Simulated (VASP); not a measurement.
A run of VASP 6.6.1:

INCAR

```
SYSTEM = NaCl
PREC     = Accurate       ! precision mode
ENCUT    = 550            ! plane-wave cutoff, eV
EDIFF    = 1E-8           ! SCF threshold, eV
ISMEAR   = 0              ! smearing method
SIGMA    = 0.01           ! smearing width, eV
LREAL    = .False.        ! projectors in reciprocal space
LASPH    = .True.         ! aspherical terms in the spheres
NELM     = 120            ! most SCF steps
ALGO     = Normal         ! electronic algorithm
ISIF     = 2              ! what is computed and relaxed
LWAVE    = .False.        ! write WAVECAR
LCHARG   = .False.        ! write CHGCAR
METAGGA  = R2SCAN         ! meta-GGA
LMIXTAU  = .True.       
NBANDS   = 14             ! bands
IBRION   = 6              ! ionic algorithm
NFREE    = 2            
POTIM    = 0.015          ! step
NSW      = 1              ! ionic steps
GGA_COMPAT= .False.
```

File KPOINTS:

```
Automatic mesh
0
Gamma
  8 8 8
  0 0 0
```

POSCAR

```
NaCl
1.0
    2.7448936982      2.7448936982      0.0000000000
   -2.7448936982      2.7448936982      0.0000000000
    0.0000000000      2.7448936982      2.7448936982
Na Cl
1 1
Direct
    0.0000000000      0.0000000000      0.0000000000
    0.5000000000      0.5000000000      0.0000000000
```

Potentials or basis: VASP PAW PBE potentials, release 64 (Na_pv, Cl).

Run with:

```console
$ cat potpaw_PBE.64/Na_pv/POTCAR potpaw_PBE.64/Cl/POTCAR > POTCAR
$ mpirun -np 1 vasp_std > vasp.out
```

Hardware: 1 thread of Intel(R) Xeon(R) 6975P-C (Granite Rapids) (shared host).

Problem. How long does it take, and how much memory?

Solution. Wall time 5.8 min on 1 thread of Intel(R) Xeon(R) 6975P-C (Granite Rapids) (shared host), peak memory 0.2 GiB. Counts: scf iterations 74, k points 29.
